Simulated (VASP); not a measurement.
# Na3TeH (Pm-3m) in VASP: notebook

Runs on Na3TeH. Level: r2SCAN. Tasks: single point, relaxation of cell and atoms.

Program: VASP 6.6.1. These are calculated values, not measurements. Logs are shortened: lines on timing, memory, paths and dates and some standing lists are left out, and cuts for length are marked.

### 1 The cell of the first run

The structure is cubic, space group Pm-3m (No. 221). The conventional cell has a = 4.720 Å, b = 4.720 Å, c = 4.720 Å, α = 90.00°, β = 90.00°, γ = 90.00°. Na (site symmetry 4/mmm) has 2 H at 2.36 Å within 3.1 Å. Te (site symmetry m-3m) has 12 Na at 3.34 Å and 8 H at 4.09 Å within 4.4 Å. Within 3.1 Å of H (site symmetry m-3m) lie 6 Na at 2.36 Å.

### 2 Single point, r2SCAN

POSCAR reads:

```
Na3TeH
1.0
    4.7201565612      0.0000000000      0.0000000000
    0.0000000000      4.7201565612      0.0000000000
    0.0000000000      0.0000000000      4.7201565612
Na Te H
3 1 1
Direct
    0.5000000000      0.0000000000      0.5000000000
    0.0000000000      0.5000000000      0.5000000000
    0.5000000000      0.5000000000      0.0000000000
    0.0000000000      0.0000000000      0.0000000000
    0.5000000000      0.5000000000      0.5000000000
```

INCAR.step1 reads:

```
PREC = Accurate
ENCUT = 520
ISMEAR = 0
SIGMA = 0.02
LREAL = False
LASPH = True
NELM = 80
NBANDS = 22
GGA = PE
ALGO = Normal
EDIFF = 1E-4
LWAVE = True
LCHARG = False
```

INCAR.step2 reads:

```
PREC = Accurate
ENCUT = 520
EDIFF = 1E-6
ISMEAR = 0
SIGMA = 0.02
LREAL = False
LASPH = True
NELM = 80
ALGO = Normal
ISIF = 2
LWAVE = False
LCHARG = False
METAGGA = R2SCAN
LMIXTAU = True
NBANDS = 22
ISTART = 1
```

KPOINTS reads:

```
regular mesh
0
Gamma
  6 6 6
```

Potentials or basis: VASP PAW PBE potentials, release 64 (Na_pv, Te, H).

Run with:

```bash
$ cat potpaw_PBE.64/Na_pv/POTCAR potpaw_PBE.64/Te/POTCAR potpaw_PBE.64/H/POTCAR > POTCAR
$ cp INCAR.step1 INCAR
$ mpirun -np 1 vasp_std > vasp.out
$ cp INCAR.step2 INCAR
$ mpirun -np 1 vasp_std > vasp.out
```

OUTCAR:

```text
PREC = Accurate
   ENCUT = 520
   EDIFF = 1E-6
   ISMEAR = 0
   LREAL = False
   LASPH = True
   NELM = 80
   ISIF = 2
   METAGGA = R2SCAN
   ISTART = 1

 ion  position               nearest neighbor table
   1  0.500  0.000  0.500-
   2  0.000  0.500  0.500-
   3  0.500  0.500  0.000-
   4  0.000  0.000  0.000-
   5  0.500  0.500  0.500-

  LATTYP: Found a simple cubic cell.
 ALAT       =     4.7201565612

  Lattice vectors:

 A1 = (   4.7201565612,   0.0000000000,   0.0000000000)
 A2 = (   0.0000000000,   4.7201565612,   0.0000000000)
 A3 = (   0.0000000000,   0.0000000000,   4.7201565612)

Analysis of symmetry for initial positions (statically):
=====================================================================
 Subroutine PRICEL returns:
 Original cell was already a primitive cell.

 Routine SETGRP: Setting up the symmetry group for a
 simple cubic supercell.

 Subroutine GETGRP returns: Found 48 space group operations
 (whereof 48 operations were pure point group operations)
 out of a pool of 48 trial point group operations.

The static configuration has the point symmetry O_h .

Analysis of symmetry for dynamics (positions and initial velocities):
=====================================================================
 Subroutine PRICEL returns:
 Original cell was already a primitive cell.

 Routine SETGRP: Setting up the symmetry group for a
 simple cubic supercell.

 Subroutine GETGRP returns: Found 48 space group operations
 (whereof 48 operations were pure point group operations)
 out of a pool of 48 trial point group operations.

The dynamic configuration has the point symmetry O_h .

 Subroutine INISYM returns: Found 48 space group operations
 (whereof 48 operations are pure point group operations),
 and found     1 'primitive' translations

----------------------------------------------------------------------------------------

                                     Primitive cell

  volume of cell :     105.1645

  direct lattice vectors                    reciprocal lattice vectors
     4.720156561  0.000000000  0.000000000     0.211857380  0.000000000  0.000000000
[... 83 lines left out ...]
   LSORBIT =      F    spin-orbit coupling
   LASPH  =      T    aspherical Exc in radial PAW
   ENCUT  =  520.0 eV  38.22 Ry    6.18 a.u.   8.78  8.78  8.78*2*pi/ulx,y,z
   NELM   =     80;   NELMIN=  2; NELMDL=  0     # of ELM steps
   EDIFF  = 0.1E-05   stopping-criterion for ELM
   LREAL  =      F    real-space projection
   EDIFFG = 0.1E-04   stopping-criterion for IOM
   NSW    =      0    number of steps for IOM
   IBRION =     -1    ionic relax: 0-MD 1-quasi-New 2-CG
   NFREE  =      0    steps in history (QN), initial steepest desc. (CG)
   ISIF   =      2    stress and relaxation
   ISYM   =      2    0-nonsym 1-usesym 2-fastsym
   POTIM  = 0.5000    time-step for ionic-motion
   TEBEG  =    0.0;   TEEND  =   0.0 temperature during run
   PSTRESS=    0.0 pullay stress
   NELECT =      28.0000    total number of electrons
   NUPDOWN=      -1.0000    fix difference up-down
   EMIN   =  10.00;   EMAX   =-10.00  energy-range for DOS
   EFERMI =   0.00;   METHOD = LEGACY
   ISMEAR =     0;   SIGMA  =   0.02  broadening in eV -4-tet -1-fermi 0-gaus
   EFERMI_NEDOS =   21; number of points for ismear=-14 and -15
   IALGO  =     38    algorithm
   IMIX   =      4    mixing-type and parameters
     AMIX     =   0.40;   BMIX     =  1.00
     AMIX_MAG =   1.60;   BMIX_MAG =  1.00
  volume/ion in A,a.u.               =      21.03       141.94
  Fermi-wavevector in a.u.,A,eV,Ry     =   1.053184  1.990230 15.091548  1.109197
  Thomas-Fermi vector in A             =   2.188296
   LORBIT       =      0    0 simple, 1 ext, 2 COOP (PROOUT), +10 PAW based schemes
   METAGGA = R2SCAN    functional components
   LHFCALC =     F    Hartree Fock is set to
   AEXX    =    0.0000 exact exchange contribution
   IVDW    =     0    specifies the selected vdW correction
   LEPSILON=     F    determine dielectric tensor
   LRPA    =     F    only Hartree local field effects (RPA)
 non-spin polarized calculation
 Gauss-broadening in eV      SIGMA  =   0.02
  energy-cutoff  :      520.00
  volume of cell :      105.16
 maximum number of plane-waves:      2897
 NGX is ok and might be reduce to    36
   NGX = 17   NGY = 17   NGZ = 17

 number of electron      28.0000032 magnetization

 Free energy of the ion-electron system (eV)
  ---------------------------------------------------
  ext. energy  EPLUGINS =         0.00000000
  ---------------------------------------------------
  free energy    TOTEN  =       -43.57373870 eV

  energy without entropy =      -43.57373870  energy(sigma->0) =      -43.57373870

 E-fermi :   1.5753     XC(G=0):  -8.6447

 val. band max:        1.3924249445   @ k =   0.5000   0.5000   0.0000
 cond. band min:       4.8012702262   @ k =   0.5000   0.5000   0.5000
 fundamental gap:      3.4088452817
 Fermi energy:         1.5753369812

 k-point     1 :       0.0000    0.0000    0.0000
  band No.  band energies     occupation
      1     -22.7466      2.00000
      2     -22.7466      2.00000
      3     -22.7466      2.00000
      4     -22.7102      2.00000
      5     -22.7102      2.00000
      6     -22.7102      2.00000
[... 489 lines left out ...]
     21      12.2191      0.00000
     22      13.6122      0.00000

------------------------ aborting loop because EDIFF is reached ----------------------------------------

  FORCE on cell =-STRESS in cart. coord.  units (eV):
  Direction    XX          YY          ZZ          XY          YZ          ZX
  --------------------------------------------------------------------------------------
  -------------------------------------------------------------------------------------
  Total       -0.1520637     -0.1520637     -0.1520637      0.0000000      0.0000000      0.0000000
  in kB       -2.3166853     -2.3166853     -2.3166853      0.0000000      0.0000000      0.0000000
  external PRESSURE =      -2.3166853 kB  Pullay stress =       0.0000000 kB

 VOLUME and BASIS-vectors are now :
 -----------------------------------------------------------------------------
  energy-cutoff  :      520.00
  volume of cell :      105.16
      direct lattice vectors                 reciprocal lattice vectors
     4.720156561  0.000000000  0.000000000     0.211857380  0.000000000  0.000000000
     0.000000000  4.720156561  0.000000000     0.000000000  0.211857380  0.000000000
     0.000000000  0.000000000  4.720156561     0.000000000  0.000000000  0.211857380

 POSITION                                       TOTAL-FORCE (eV/Angst)
 -----------------------------------------------------------------------------------
      2.36008      0.00000      2.36008         0.000000      0.000000      0.000000
      0.00000      2.36008      2.36008         0.000000      0.000000      0.000000
      2.36008      2.36008      0.00000         0.000000      0.000000      0.000000
      0.00000      0.00000      0.00000         0.000000      0.000000      0.000000
      2.36008      2.36008      2.36008         0.000000      0.000000      0.000000
 -----------------------------------------------------------------------------------
    total drift:                                0.000000      0.000000      0.000000

  FREE ENERGIE OF THE ION-ELECTRON SYSTEM (eV)
  ---------------------------------------------------
  free  energy   TOTEN  =       -43.5737386963 eV

  energy  without entropy=      -43.5737386963  energy(sigma->0) =      -43.57373870
```

OUTCAR.step1:

```text
PREC = Accurate
   ENCUT = 520
   ISMEAR = 0
   LREAL = False
   LASPH = True
[... 725 lines left out ...]
      0.00000      2.36008      2.36008         0.000000      0.000000      0.000000
      2.36008      2.36008      0.00000         0.000000      0.000000      0.000000
      0.00000      0.00000      0.00000         0.000000      0.000000      0.000000
      2.36008      2.36008      2.36008         0.000000      0.000000      0.000000
 -----------------------------------------------------------------------------------
    total drift:                                0.000000      0.000000      0.000000

  FREE ENERGIE OF THE ION-ELECTRON SYSTEM (eV)
  ---------------------------------------------------
  free  energy   TOTEN  =       -13.6621231764 eV

  energy  without entropy=      -13.6621231764  energy(sigma->0) =      -13.66212318
```

OSZICAR.step1:

```text
N       E                     dE             d eps       ncg     rms          rms(c)
DAV:   1     0.227365248614E+03    0.22737E+03   -0.14083E+04   880   0.131E+03
DAV:   2     0.216325030089E+01   -0.22520E+03   -0.21838E+03   892   0.365E+02
DAV:   3    -0.139622082254E+02   -0.16125E+02   -0.16010E+02  1078   0.106E+02
DAV:   4    -0.143936810997E+02   -0.43147E+00   -0.43123E+00   990   0.169E+01
DAV:   5    -0.144065942632E+02   -0.12913E-01   -0.12913E-01  1232   0.294E+00    0.428E+00
DAV:   6    -0.138112253764E+02    0.59537E+00   -0.46853E-01  1120   0.361E+00    0.228E+00
DAV:   7    -0.136561642151E+02    0.15506E+00   -0.58480E-01  1080   0.301E+00    0.897E-01
DAV:   8    -0.136620388449E+02   -0.58746E-02   -0.28468E-02   934   0.120E+00    0.201E-01
DAV:   9    -0.136620794463E+02   -0.40601E-04   -0.27634E-03  1080   0.365E-01    0.845E-02
DAV:  10    -0.136621231764E+02   -0.43730E-04   -0.52291E-04   864   0.143E-01
   1 F= -.13662123E+02 E0= -.13662123E+02  d E =-.792740E-16
```

It took 5.7 min on 1 thread of AMD EPYC 7R13, shared host; peak memory 0.21 GiB.

Results:

- Free energy: -43.5737 eV
- Pressure: -0.2 GPa
- Band gap on the k mesh: 3.41 eV, indirect (least direct gap 3.60 eV)

Levels at points of the mesh, in eV from the valence-band top:
```
           k point  band 11  band 12  band 13  band 14  band 15  band 16  band 17  band 18
(0.00, 0.00, 0.00)    -2.53    -0.40    -0.40    -0.40     4.69     4.69     5.07     7.55
(0.50, 0.00, 0.00)    -3.30    -0.66    -0.18    -0.18     3.41     5.31     5.53     5.53
(0.50, 0.50, 0.00)    -2.27    -1.86    -1.86     0.00     5.19     5.61     6.59     6.59
(0.50, 0.50, 0.50)    -1.94    -1.43    -1.43    -1.43     3.41     3.41     3.41    10.21
```

Caveat: the PAW data sets were made with another functional, which shifts forces and pressure a little; spin-orbit coupling is left out, which moves the levels of the heavy elements.

### 3 Relaxation of cell and atoms, r2SCAN

This run uses another cell than the first one, of 21.58 Å³/atom, 1.026 times its volume.

Edit POSCAR of step 2 so:

```diff
@@ -2,5 +2,5 @@
 1.0
-    4.7201565612      0.0000000000      0.0000000000
-    0.0000000000      4.7201565612      0.0000000000
-    0.0000000000      0.0000000000      4.7201565612
+    4.7607848940      0.0000000000      0.0000000000
+    0.0000000000      4.7607848940      0.0000000000
+    0.0000000000      0.0000000000      4.7607848940
 Na Te H
```

INCAR.step1 reads:

```
SYSTEM = Na3TeH
  PREC = Accurate
  ENCUT = 600
  ISMEAR = 0
  SIGMA = 0.02
  LREAL = .FALSE.
  LASPH = .TRUE.
  NELM = 60
  GGA = PE
  ALGO = Normal
  EDIFF = 1E-4
  LWAVE = .TRUE.
  LCHARG = .FALSE.
```

INCAR.step2 reads:

```
SYSTEM = Na3TeH
  PREC = Accurate
  ENCUT = 600
  EDIFF = 1E-6
  ISMEAR = 0
  SIGMA = 0.02
  LREAL = .FALSE.
  LASPH = .TRUE.
  NELM = 60
  ALGO = Normal
  ISIF = 3
  LWAVE = .FALSE.
  LCHARG = .FALSE.
  METAGGA = R2SCAN
  LMIXTAU = .TRUE.
  IBRION = 2
  NSW = 70
  EDIFFG = -0.005
  ISTART = 1
```

KPOINTS reads:

```
regular mesh
0
G
  6 6 6
  0 0 0
```

Potentials or basis: VASP PAW PBE potentials, release 64 (Na_pv, Te, H).

Run with:

```bash
$ cat potpaw_PBE.64/Na_pv/POTCAR potpaw_PBE.64/Te/POTCAR potpaw_PBE.64/H/POTCAR > POTCAR
$ cp INCAR.step1 INCAR
$ mpirun -np 1 vasp_std > vasp.out
$ cp INCAR.step2 INCAR
$ mpirun -np 1 vasp_std > vasp.out
```

It took 26 min on 1 thread of AMD EPYC 7R13, shared host; peak memory 0.27 GiB.

Results (log left out):

| Quantity | Value |
| --- | --- |
| Free energy | -43.5742 eV |
| Relaxed volume | 20.86 Å³/atom |
| Relaxed cell | a = 4.707 Å, b = 4.707 Å, c = 4.707 Å, α = 90.00°, β = 90.00°, γ = 90.00° |
| Space group after relaxing (to 0.05 Å) | Pm-3m (No. 221) |
| Energy gained by relaxing | 2.0 meV/atom |
| Ionic steps | 5 |
| Pressure after relaxing | 0.0 GPa |
| Band gap on the k mesh | 3.42 eV, indirect (least direct gap 3.63 eV) |

Step by step:
```
step  energy change (eV)  largest force (eV/Å)  pressure (GPa)  volume (Å³)
   1              0.0000                0.0000           -0.74       107.90
   2             -0.0063                0.0000           -0.44       106.36
   3             -0.0084                0.0000           -0.30       105.55
   4             -0.0101                0.0000            0.08       103.95
   5             -0.0101                0.0000            0.00       104.28
```

Final structure:
```cif
data_structure
_symmetry_space_group_name_H-M 'P 1'
_symmetry_Int_Tables_number 1
_cell_length_a 4.7068
_cell_length_b 4.7068
_cell_length_c 4.7068
_cell_angle_alpha 90.000
_cell_angle_beta 90.000
_cell_angle_gamma 90.000
_cell_volume 104.28
loop_
_atom_site_label
_atom_site_type_symbol
_atom_site_fract_x
_atom_site_fract_y
_atom_site_fract_z
_atom_site_occupancy
Na1 Na 0.50000 0.00000 0.50000 1
Na2 Na 0.00000 0.50000 0.50000 1
Na3 Na 0.50000 0.50000 0.00000 1
Te1 Te 0.00000 0.00000 0.00000 1
H1 H 0.50000 0.50000 0.50000 1
```

Levels at points of the mesh, in eV from the valence-band top:
```
           k point  band 12  band 13  band 14  band 15  band 16  band 17
(0.00, 0.00, 0.00)    -0.40    -0.40    -0.40     4.69     4.69     5.11
(0.50, 0.00, 0.00)    -0.66    -0.18    -0.18     3.44     5.32     5.55
(0.50, 0.50, 0.00)    -1.87    -1.87     0.00     5.21     5.64     6.64
(0.50, 0.50, 0.50)    -1.44    -1.44    -1.44     3.42     3.42     3.42
```

Caveat: the PAW data sets were made with another functional, which shifts forces and pressure a little; spin-orbit coupling is left out, which moves the levels of the heavy elements. r2SCAN opens gaps a little over a GGA but as a rule still falls short of measured ones.
